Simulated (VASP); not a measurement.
# CaInC4N4 (P4/mmm) in VASP: notebook

Runs on CaInC4N4. Level: PBE. Tasks: single point.

Program: VASP 6.6.1. These are calculated values, not measurements. Logs are shortened: lines on timing, memory, paths and dates and some standing lists are left out, and cuts for length are marked.

### 1 The cell of the first run

It takes space group P4/mmm (No. 123, tetragonal). Conventional cell: a = 8.224 Å, b = 8.224 Å, c = 3.768 Å, α = 90.00°, β = 90.00°, γ = 90.00°. Ca (site symmetry 4/mmm) has 4 C at 2.48 Å within 3.3 Å. Within 2.9 Å of In (site symmetry 4/mmm) lie 4 N at 2.16 Å. C (site symmetry m2m) has 1 N at 1.17 Å within 1.6 Å. N (site symmetry m2m) has 1 C at 1.17 Å within 1.6 Å.

### 2 Single point, PBE

INCAR

```
PREC = Accurate
ENCUT = 520
EDIFF = 1E-7
ISMEAR = 0
SIGMA = 0.1
LREAL = F
LASPH = T
NELM = 80
ALGO = Normal
ISIF = 2
LWAVE = F
LCHARG = T
GGA = PE
LELF = T
LVHAR = T
NBANDS = 40
```

KPOINTS

```
regular mesh
0
Gamma
  2 2 6
```

POSCAR

```
CaInC4N4
1.0
    8.2241989617      0.0000000000      0.0000000000
    0.0000000000      8.2241989617      0.0000000000
    0.0000000000      0.0000000000      3.7682646739
Ca In C N
1 1 4 4
Direct
    0.0000000000      0.0000000000      0.0000000000
    0.5000000000      0.5000000000      0.0000000000
    0.2136291130      0.7863708870      0.0000000000
    0.7863708870      0.2136291130      0.0000000000
    0.2136291130      0.2136291130      0.0000000000
    0.7863708870      0.7863708870      0.0000000000
    0.3141901574      0.6858098426      0.0000000000
    0.6858098426      0.3141901574      0.0000000000
    0.3141901574      0.3141901574      0.0000000000
    0.6858098426      0.6858098426      0.0000000000
```

Potentials or basis: VASP PAW PBE potentials, release 64 (Ca_sv, In_d, C, N).

On the command line:

```sh
$ cat potpaw_PBE.64/Ca_sv/POTCAR potpaw_PBE.64/In_d/POTCAR potpaw_PBE.64/C/POTCAR potpaw_PBE.64/N/POTCAR > POTCAR
$ mpirun -np 1 vasp_std > vasp.out
```

OUTCAR:

```text
PREC = Accurate
   ENCUT = 520
   EDIFF = 1E-7
   ISMEAR = 0
   LREAL = F
   LASPH = T
   NELM = 80
   ISIF = 2
   GGA = PE

 ion  position               nearest neighbor table
   1  0.000  0.000  0.000-   3 2.48   4 2.48   5 2.48   6 2.48
   2  0.500  0.500  0.000-   7 2.16   8 2.16   9 2.16  10 2.16
   3  0.214  0.786  0.000-   7 1.17   1 2.48
   4  0.786  0.214  0.000-   8 1.17   1 2.48
   5  0.214  0.214  0.000-   9 1.17   1 2.48
   6  0.786  0.786  0.000-  10 1.17   1 2.48
   7  0.314  0.686  0.000-   3 1.17   2 2.16
   8  0.686  0.314  0.000-   4 1.17   2 2.16
   9  0.314  0.314  0.000-   5 1.17   2 2.16
  10  0.686  0.686  0.000-   6 1.17   2 2.16

  LATTYP: Found a simple tetragonal cell.
 ALAT       =     8.2241989617
 C/A-ratio  =     0.4581923044

  Lattice vectors:

 A1 = (   8.2241989617,   0.0000000000,   0.0000000000)
 A2 = (   0.0000000000,   8.2241989617,   0.0000000000)
 A3 = (   0.0000000000,   0.0000000000,   3.7682646739)

Analysis of symmetry for initial positions (statically):
=====================================================================
 Subroutine PRICEL returns:
 Original cell was already a primitive cell.

 Routine SETGRP: Setting up the symmetry group for a
 simple tetragonal supercell.

 Subroutine GETGRP returns: Found 16 space group operations
 (whereof 16 operations were pure point group operations)
 out of a pool of 16 trial point group operations.

The static configuration has the point symmetry D_4h.

Analysis of symmetry for dynamics (positions and initial velocities):
=====================================================================
 Subroutine PRICEL returns:
 Original cell was already a primitive cell.

 Routine SETGRP: Setting up the symmetry group for a
 simple tetragonal supercell.

 Subroutine GETGRP returns: Found 16 space group operations
 (whereof 16 operations were pure point group operations)
 out of a pool of 16 trial point group operations.

The dynamic configuration has the point symmetry D_4h.

 Subroutine INISYM returns: Found 16 space group operations
 (whereof 16 operations are pure point group operations),
 and found     1 'primitive' translations

----------------------------------------------------------------------------------------

                                     Primitive cell

  volume of cell :     254.8758

  direct lattice vectors                    reciprocal lattice vectors
     8.224198962  0.000000000  0.000000000     0.121592389  0.000000000  0.000000000
     0.000000000  8.224198962  0.000000000     0.000000000  0.121592389  0.000000000
     0.000000000  0.000000000  3.768264674     0.000000000  0.000000000  0.265374141

  length of vectors
     8.224198962  8.224198962  3.768264674     0.121592389  0.121592389  0.265374141

  position of ions in fractional coordinates (direct lattice)
     0.000000000  0.000000000  0.000000000
     0.500000000  0.500000000  0.000000000
     0.213629113  0.786370887  0.000000000
     0.786370887  0.213629113  0.000000000
     0.213629113  0.213629113  0.000000000
     0.786370887  0.786370887  0.000000000
     0.314190157  0.685809843  0.000000000
     0.685809843  0.314190157  0.000000000
     0.314190157  0.314190157  0.000000000
     0.685809843  0.685809843  0.000000000

  ion indices of the primitive-cell ions
   primitive index   ion index
                 1           1
                 2           2
                 3           3
                 4           4
                 5           5
                 6           6
                 7           7
                 8           8
                 9           9
                10          10

----------------------------------------------------------------------------------------

 KPOINTS: regular mesh

Automatic generation of k-mesh.
 Grid dimensions read from file:
 generate k-points for:    2    2    6

 Generating k-lattice:

  Cartesian coordinates                     Fractional coordinates (reciprocal lattice)
     0.060796195  0.000000000  0.000000000     0.500000000  0.000000000  0.000000000
     0.000000000  0.060796195  0.000000000     0.000000000  0.500000000  0.000000000
     0.000000000  0.000000000  0.044229023     0.000000000  0.000000000  0.166666667

  Length of vectors
     0.060796195  0.060796195  0.044229023

  Shift w.r.t. Gamma in fractional coordinates (k-lattice)
     0.000000000  0.000000000  0.000000000

 Subroutine IBZKPT returns following result:
 ===========================================

 Found     12 irreducible k-points:

 Following reciprocal coordinates:
            Coordinates               Weight
  0.000000  0.000000  0.000000      1.000000
  0.500000  0.000000  0.000000      2.000000
  0.500000  0.500000  0.000000      1.000000
  0.000000  0.000000  0.166667      2.000000
  0.500000  0.000000  0.166667      4.000000
  0.500000  0.500000  0.166667      2.000000
  0.000000  0.000000  0.333333      2.000000
  0.500000  0.000000  0.333333      4.000000
  0.500000  0.500000  0.333333      2.000000
  0.000000  0.000000  0.500000      1.000000
  0.500000  0.000000  0.500000      2.000000
  0.500000  0.500000  0.500000      1.000000
   k-points           NKPTS =     12   k-points in BZ     NKDIM =     12   number of bands    NBANDS=     40
   number of dos      NEDOS =    301   number of ions     NIONS =     10
   total plane-waves  NPLWV = 114688
   dimension x,y,z NGX =    64 NGY =   64 NGZ =   28
   dimension x,y,z NGXF=   128 NGYF=  128 NGZF=   56
   ions per type =               1   1   4   4
   NGX,Y,Z   is equivalent  to a cutoff of  12.94, 12.94, 12.35 a.u.
   NGXF,Y,Z  is equivalent  to a cutoff of  25.87, 25.87, 24.71 a.u.
 SYSTEM =  unknown system
   PREC   = accura    normal or accurate (medium, high low for compatibility)
   ISTART =      0    job   : 0-new  1-cont  2-samecut
   ICHARG =      2    charge: 1-file 2-atom 10-const
   ISPIN  =      1    spin polarized calculation?
   LNONCOLLINEAR =      F non collinear calculations
   LSORBIT =      F    spin-orbit coupling
   LASPH  =      T    aspherical Exc in radial PAW
   ENCUT  =  520.0 eV  38.22 Ry    6.18 a.u.  15.29 15.29  7.01*2*pi/ulx,y,z
   NELM   =     80;   NELMIN=  2; NELMDL= -5     # of ELM steps
   EDIFF  = 0.1E-06   stopping-criterion for ELM
   LREAL  =      F    real-space projection
   EDIFFG = 0.1E-05   stopping-criterion for IOM
   NSW    =      0    number of steps for IOM
   IBRION =     -1    ionic relax: 0-MD 1-quasi-New 2-CG
   NFREE  =      0    steps in history (QN), initial steepest desc. (CG)
   ISIF   =      2    stress and relaxation
   ISYM   =      2    0-nonsym 1-usesym 2-fastsym
   POTIM  = 0.5000    time-step for ionic-motion
   TEBEG  =    0.0;   TEEND  =   0.0 temperature during run
   PSTRESS=    0.0 pullay stress
   NELECT =      59.0000    total number of electrons
   NUPDOWN=      -1.0000    fix difference up-down
   EMIN   =  10.00;   EMAX   =-10.00  energy-range for DOS
   EFERMI =   0.00;   METHOD = LEGACY
   ISMEAR =     0;   SIGMA  =   0.10  broadening in eV -4-tet -1-fermi 0-gaus
   EFERMI_NEDOS =   21; number of points for ismear=-14 and -15
   IALGO  =     38    algorithm
   IMIX   =      4    mixing-type and parameters
     AMIX     =   0.40;   BMIX     =  1.00
     AMIX_MAG =   1.60;   BMIX_MAG =  1.00
  volume/ion in A,a.u.               =      25.49       172.00
  Fermi-wavevector in a.u.,A,eV,Ry     =   1.005193  1.899539 13.747493  1.010412
  Thomas-Fermi vector in A             =   2.137856
   LORBIT       =      0    0 simple, 1 ext, 2 COOP (PROOUT), +10 PAW based schemes
   GGA     = PE    functional components
   LHFCALC =     F    Hartree Fock is set to
   AEXX    =    0.0000 exact exchange contribution
   IVDW    =     0    specifies the selected vdW correction
   LEPSILON=     F    determine dielectric tensor
   LRPA    =     F    only Hartree local field effects (RPA)
 non-spin polarized calculation
 Gauss-broadening in eV      SIGMA  =   0.10
  energy-cutoff  :      520.00
  volume of cell :      254.88
 maximum number of plane-waves:      6896
 NGX is ok and might be reduce to    64
   NGX = 31   NGY = 31   NGZ = 15

 number of electron      58.9999998 magnetization

 Free energy of the ion-electron system (eV)
  ---------------------------------------------------
  ext. energy  EPLUGINS =         0.00000000
  ---------------------------------------------------
  free energy    TOTEN  =       -70.92978801 eV

  energy without entropy =      -70.92575092  energy(sigma->0) =      -70.92776947

 E-fermi :   0.4304     XC(G=0):  -6.5805

 val. band max:        0.3379890352   @ k =   0.5000   0.5000   0.3333
 cond. band min:       0.5234436384   @ k =   0.0000   0.0000   0.1667
 fundamental gap:      0.1854546032
 Fermi energy:         0.4304418629

 k-point     1 :       0.0000    0.0000    0.0000
  band No.  band energies     occupation
      1     -41.5729      2.00000
      2     -22.8345      2.00000
      3     -22.4731      2.00000
      4     -22.4731      2.00000
      5     -18.5971      2.00000
      6     -18.5084      2.00000
[... 32 lines left out ...]
     39       4.5045      0.00000
     40       4.9448      0.00000

 k-point     2 :       0.5000    0.0000    0.0000
  band No.  band energies     occupation
      1     -41.5729      2.00000
      2     -22.8345      2.00000
      3     -22.4731      2.00000
      4     -22.4731      2.00000
      5     -18.5877      2.00000
      6     -18.5084      2.00000
[... 419 lines left out ...]
     39       4.3178      0.00000
     40       4.8604      0.00000

 k-point    12 :       0.5000    0.5000    0.5000
  band No.  band energies     occupation
      1     -41.5653      2.00000
      2     -22.9375      2.00000
      3     -22.4621      2.00000
      4     -22.4621      2.00000
      5     -18.5370      2.00000
      6     -18.4724      2.00000
[... 32 lines left out ...]
     39       4.3380      0.00000
     40       4.5912      0.00000

------------------------ aborting loop because EDIFF is reached ----------------------------------------

  FORCE on cell =-STRESS in cart. coord.  units (eV):
  Direction    XX          YY          ZZ          XY          YZ          ZX
  --------------------------------------------------------------------------------------
  -------------------------------------------------------------------------------------
  Total        1.2471232      1.2471232      0.1745710      0.0000000      0.0000000     -0.0000000
  in kB        7.8395536      7.8395536      1.0973725      0.0000000      0.0000000     -0.0000000
  external PRESSURE =       5.5921599 kB  Pullay stress =       0.0000000 kB

 VOLUME and BASIS-vectors are now :
 -----------------------------------------------------------------------------
  energy-cutoff  :      520.00
  volume of cell :      254.88
      direct lattice vectors                 reciprocal lattice vectors
     8.224198962  0.000000000  0.000000000     0.121592389  0.000000000  0.000000000
     0.000000000  8.224198962  0.000000000     0.000000000  0.121592389  0.000000000
     0.000000000  0.000000000  3.768264674     0.000000000  0.000000000  0.265374141

 POSITION                                       TOTAL-FORCE (eV/Angst)
 -----------------------------------------------------------------------------------
      0.00000      0.00000      0.00000         0.000000     -0.000000      0.000000
      4.11210      4.11210      0.00000         0.000000     -0.000000      0.000000
      1.75693      6.46727      0.00000        -0.261199      0.261199     -0.000000
      6.46727      1.75693      0.00000         0.261199     -0.261199      0.000000
      1.75693      1.75693      0.00000        -0.261199     -0.261199      0.000000
      6.46727      6.46727      0.00000         0.261199      0.261199      0.000000
      2.58396      5.64024      0.00000         0.272909     -0.272909      0.000000
      5.64024      2.58396      0.00000        -0.272909      0.272909     -0.000000
      2.58396      2.58396      0.00000         0.272909      0.272909      0.000000
      5.64024      5.64024      0.00000        -0.272909     -0.272909      0.000000
 -----------------------------------------------------------------------------------
    total drift:                                0.000000      0.000000      0.000000

  FREE ENERGIE OF THE ION-ELECTRON SYSTEM (eV)
  ---------------------------------------------------
  free  energy   TOTEN  =       -70.9297880114 eV

  energy  without entropy=      -70.9257509205  energy(sigma->0) =      -70.92776947
```

Wall time 1.7 min (1 thread of Intel Xeon Platinum 8488C (Sapphire Rapids), shared host); peak memory 0.4 GiB.

Results:

* Free energy: -70.9298 eV
* Pressure: 0.6 GPa
* Largest force: 0.386 eV/Å

Forces on the atoms (eV/Å):
```
Ca   0.000  0.000  0.000
In   0.000  0.000  0.000
C   -0.261  0.261  0.000
C    0.261 -0.261  0.000
C   -0.261 -0.261  0.000
C    0.261  0.261  0.000
N    0.273 -0.273  0.000
N   -0.273  0.273  0.000
N    0.273  0.273  0.000
N   -0.273 -0.273  0.000
```

Levels at points of the mesh, in eV from the Fermi level:
| k point | band 25 | band 26 | band 27 | band 28 | band 29 | band 30 | band 31 | band 32 | band 33 | band 34 |
| --- | --- | --- | --- | --- | --- | --- | --- | --- | --- | --- |
| (0.00, 0.00, 0.00) | -4.58 | -4.58 | -4.52 | -4.51 | -4.17 | 0.21 | 0.50 | 1.00 | 2.54 | 2.54 |
| (0.50, 0.00, 0.00) | -4.59 | -4.59 | -4.55 | -4.55 | -3.99 | 0.35 | 0.43 | 1.18 | 2.17 | 2.58 |
| (0.50, 0.50, 0.00) | -4.59 | -4.59 | -4.56 | -4.33 | -4.33 | 0.36 | 0.40 | 1.48 | 2.55 | 2.55 |
| (0.00, 0.00, 0.50) | -4.81 | -4.45 | -4.29 | -4.29 | -4.00 | -0.66 | 0.90 | 0.90 | 1.38 | 1.77 |
| (0.50, 0.00, 0.50) | -4.84 | -4.57 | -4.52 | -4.42 | -3.74 | -0.60 | 0.90 | 0.99 | 1.55 | 1.61 |
| (0.50, 0.50, 0.50) | -4.80 | -4.69 | -4.48 | -4.10 | -4.10 | -0.34 | 0.91 | 0.91 | 1.00 | 1.83 |

Caveat: the k points lie up to 0.38 Å⁻¹ apart; spin-orbit coupling is left out, which moves the levels of the heavy elements.

### 3 Single point, PBE

This run uses another cell than the first one, of 21.30 Å³/atom, 0.836 times its volume.

INCAR

```
PREC = Accurate
ENCUT = 520
EDIFF = 1E-7
ISMEAR = 0
SIGMA = 0.1
LREAL = False
LASPH = True
NELM = 100
ALGO = Normal
ISIF = 2
LWAVE = False
LCHARG = True
GGA = PE
LELF = True
LVHAR = True
NBANDS = 40
```

KPOINTS

```
Automatic mesh
0
Gamma
  2 2 6
```

POSCAR

```
CaInC4N4
1.0
    7.5992765800      0.0000000000      0.0000000000
    0.0000000000      7.5992765800      0.0000000000
    0.0000000000      0.0000000000      3.6876593500
Ca In C N
1 1 4 4
Direct
    0.0000000000      0.0000000000      0.0000000000
    0.5000000000      0.5000000000      0.0000000000
    0.1959616600      0.8040383400      0.0000000000
    0.8040383400      0.1959616600      0.0000000000
    0.1959616600      0.1959616600      0.0000000000
    0.8040383400      0.8040383400      0.0000000000
    0.3048292500      0.6951707500      0.0000000000
    0.6951707500      0.3048292500      0.0000000000
    0.3048292500      0.3048292500      0.0000000000
    0.6951707500      0.6951707500      0.0000000000
```

Potentials or basis: VASP PAW PBE potentials, release 64 (Ca_sv, In_d, C, N).

On the command line:

```sh
$ cat potpaw_PBE.64/Ca_sv/POTCAR potpaw_PBE.64/In_d/POTCAR potpaw_PBE.64/C/POTCAR potpaw_PBE.64/N/POTCAR > POTCAR
$ mpirun -np 1 vasp_std > vasp.out
```

It took 83 s on 1 thread of Intel Xeon Platinum 8488C (Sapphire Rapids), shared host; peak memory 0.36 GiB.

It converged, with:

* Free energy: -68.0398 eV
* Pressure: 12.1 GPa
* Largest force: 3.759 eV/Å

Forces in eV/Å, atoms in the order of the input:
```
Ca   0.000  0.000  0.000
In   0.000  0.000  0.000
C    2.658 -2.658  0.000
C   -2.658  2.658  0.000
C    2.658  2.658  0.000
C   -2.658 -2.658  0.000
N   -0.054  0.054  0.000
N    0.054 -0.054  0.000
N   -0.054 -0.054  0.000
N    0.054  0.054  0.000
```

Stress tensor (GPa, compression positive):
```
18.14  0.00  0.00
 0.00 18.14  0.00
 0.00  0.00  0.06
```

Levels at points of the mesh, in eV from the Fermi level:
| k point | band 27 | band 28 | band 29 | band 30 | band 31 | band 32 |
| --- | --- | --- | --- | --- | --- | --- |
| (0.00, 0.00, 0.00) | -4.48 | -4.18 | -4.18 | 0.38 | 0.68 | 1.20 |
| (0.50, 0.00, 0.00) | -4.79 | -4.41 | -3.56 | 0.64 | 0.76 | 1.22 |
| (0.50, 0.50, 0.00) | -4.85 | -3.91 | -3.91 | 0.68 | 1.09 | 1.23 |
| (0.00, 0.00, 0.50) | -4.35 | -3.83 | -3.83 | -1.03 | 0.68 | 0.73 |
| (0.50, 0.00, 0.50) | -4.76 | -4.01 | -3.28 | -1.02 | 0.82 | 0.89 |
| (0.50, 0.50, 0.50) | -4.72 | -3.62 | -3.62 | -0.58 | 0.76 | 0.76 |

Caveat: the k points lie up to 0.41 Å⁻¹ apart; spin-orbit coupling is left out, which moves the levels of the heavy elements; forces of over 1 eV/Å act on the atoms, so gaps and moduli don't describe the material at rest.
